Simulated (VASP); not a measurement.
BaTiO3: relaxation of cell and atoms with PBE

The system is BaTiO3.

```
CELL_PARAMETERS angstrom
4.00730 0.00000 0.00000
0.00000 4.00730 0.00000
0.00000 0.00000 4.00730
ATOMIC_POSITIONS crystal
Ba 0.50000 0.50000 0.50000
Ti 0.00000 0.00000 0.00000
O 0.50000 0.00000 0.00000
O 0.00000 0.50000 0.00000
O 0.00000 0.00000 0.50000
```

```json
{
 "Program": "VASP 6.6.1",
 "Task": "relaxation of cell and atoms",
 "Functional": "PBE",
 "Potentials or basis": "VASP PAW PBE potentials, release 64 (Ba_sv, Ti_sv, O)",
 "Cutoff": "600 eV",
 "k mesh": "8 × 8 × 8",
 "Occupations": "gaussian, width 0.02 eV",
 "Spin": "no spin polarisation",
 "Dipole correction": "no",
 "Further INCAR settings": "ALGO = Normal; EDIFF = 1e-06; IBRION = 2; EDIFFG = -0.01; NSW = 100; ISIF = 3"
}
```

```yaml
Relaxed_volume: 13.11 Å³/atom
Relaxed_cell: a = 4.032 Å, b = 4.032 Å, c = 4.032 Å, α = 90.00°, β = 90.00°, γ = 90.00°
Space_group_after_relaxing_to_0.1_Å: Pm-3m (No. 221)
Energy_gained_by_relaxing: 2.3 meV/atom
Ionic_steps: 3
Pressure_after_relaxing: 0.0 GPa
Band_gap_on_the_k_mesh: 1.70 eV (least direct gap 1.87 eV)
```

Step by step:
```csv
step,energy change (eV),largest force (eV/Å),pressure (GPa),volume (Å³)
1,0.0000,0.0000,3.09,64.35
2,-0.0015,0.0000,-2.69,66.69
3,-0.0113,0.0000,0.00,65.55
```

Final structure:
```
CELL_PARAMETERS angstrom
4.03194 0.00000 0.00000
0.00000 4.03194 0.00000
0.00000 0.00000 4.03194
ATOMIC_POSITIONS crystal
Ba 0.50000 0.50000 0.50000
Ti 0.00000 0.00000 0.00000
O 0.50000 0.00000 0.00000
O 0.00000 0.50000 0.00000
O 0.00000 0.00000 0.50000
```

Levels at points of the mesh, in eV from the valence-band top:
```csv
k point,band 18,band 19,band 20,band 21,band 22,band 23
"(0.00, 0.00, 0.00)",-0.17,-0.17,-0.17,1.70,1.70,1.70
"(0.50, 0.00, 0.00)",-1.80,-0.71,-0.71,1.85,3.38,3.38
"(0.50, 0.50, 0.00)",-0.88,-0.88,-0.09,3.38,3.38,3.79
"(0.50, 0.50, 0.50)",0.00,0.00,0.00,4.02,4.02,4.02
```

Wall time 91 s on 1 thread of Intel(R) Xeon(R) Platinum 8375C CPU @ 2.90GHz (Ice Lake), with other jobs on the host, peak memory 0.23 GiB.

Caveat: spin-orbit coupling is left out, which moves the levels of the heavy elements. A k mesh can miss the band edges.
